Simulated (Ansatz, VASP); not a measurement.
**Be7Te: VASP beside Ansatz**

```
Be Te
1.0
     5.42758    0.00000    0.00000
    -2.71379    4.70042    0.00000
     0.00000    0.00000    3.59679
Be Te
7 1
Direct
  0.96075 0.48038 0.00000
  0.51962 0.03925 0.00000
  0.51962 0.48038 0.00000
  0.20818 0.79182 0.50000
  0.20818 0.41636 0.50000
  0.58364 0.79182 0.50000
  0.66667 0.33333 0.50000
  0.00000 0.00000 0.00000
```

Change from the starting cell: species swapped into the YMg7 type (P-6m2, No. 187).

Alike in both runs: functional PBE; k mesh 6 × 6 × 6; occupations gaussian, width 0.1 eV; no spin polarisation.

Ansatz relaxed the structure, and its values are those at the end. VASP's run is a single point on that final structure, the one shown.

|  | VASP | Ansatz |
| --- | --- | --- |
| version | VASP 6.6.1 | Ansatz 0.2.0 |
| potentials or method | VASP PAW PBE potentials, release 64 (Be, Te), cutoff 520 eV | scalar-relativistic, plane waves, PAW |
| valence electrons in the cell | 20 | 30 |

Ansatz gave:

```
gap on the k mesh at the Fermi level (eV) : none
pressure (GPa)                            : 0.2
rms of the force components (eV/Å)        : 0.012
```

Problem. Which values does VASP return?

Solution. gap on the k mesh at the Fermi level (eV): none; pressure (GPa): 0.4; rms of the force components (eV/Å): 0.014.

A gap of «none» marks a metal or a gap that the smearing closes. The functional is the same, so the differences come from potentials, cutoffs and numerics. VASP's potentials hold 20 valence electrons a cell and Ansatz's 30, so a difference there can come from the potentials and not from the codes.

Neither program's run includes spin-orbit coupling.
